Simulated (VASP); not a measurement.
A run of VASP 6.6.1:

INCAR

```
SYSTEM = ZnS
ALGO     = Normal         ! electronic algorithm
EDIFF    = 1E-7           ! SCF threshold, eV
EDIFFG   = -0.005         ! ionic threshold
ENCUT    = 500            ! plane-wave cutoff, eV
GGA      = RP             ! functional
GGA_COMPAT= .FALSE.      
IBRION   = 2              ! ionic algorithm
ISIF     = 3              ! what is computed and relaxed
ISMEAR   = 0              ! smearing method
LASPH    = .TRUE.         ! aspherical terms in the spheres
LCHARG   = .FALSE.        ! write CHGCAR
LREAL    = .FALSE.        ! projectors in reciprocal space
LWAVE    = .FALSE.        ! write WAVECAR
NELM     = 120            ! most SCF steps
NELMIN   = 4            
NSW      = 100            ! ionic steps
PREC     = Accurate       ! precision mode
SIGMA    = 0.02           ! smearing width, eV
```

KPOINTS

```
k-points
0
G
  10 10 10
  0 0 0
```

File POSCAR:

```
ZnS
1.0
    0.0000000000      2.6936828800      2.6936828800
    2.6936828800      0.0000000000      2.6936828800
    2.6936828800      2.6936828800      0.0000000000
Zn S
1 1
Direct
    0.0000000000      0.0000000000      0.0000000000
    0.7500000000      0.7500000000      0.7500000000
```

Potentials or basis: VASP PAW PBE potentials, release 64 (Zn, S).

Command:

```console
$ cat potpaw_PBE.64/Zn/POTCAR potpaw_PBE.64/S/POTCAR > POTCAR
$ mpirun -np 1 vasp_std > vasp.out
```

Hardware: 1 thread of Intel Xeon 8259CL (shared host).

Problem. How long does it take, and how much memory?

Solution. Wall time 100 s on 1 thread of Intel Xeon 8259CL, on a shared host, peak memory 0.17 GiB. Counts: scf iterations 34, k points 47, ion steps 3.
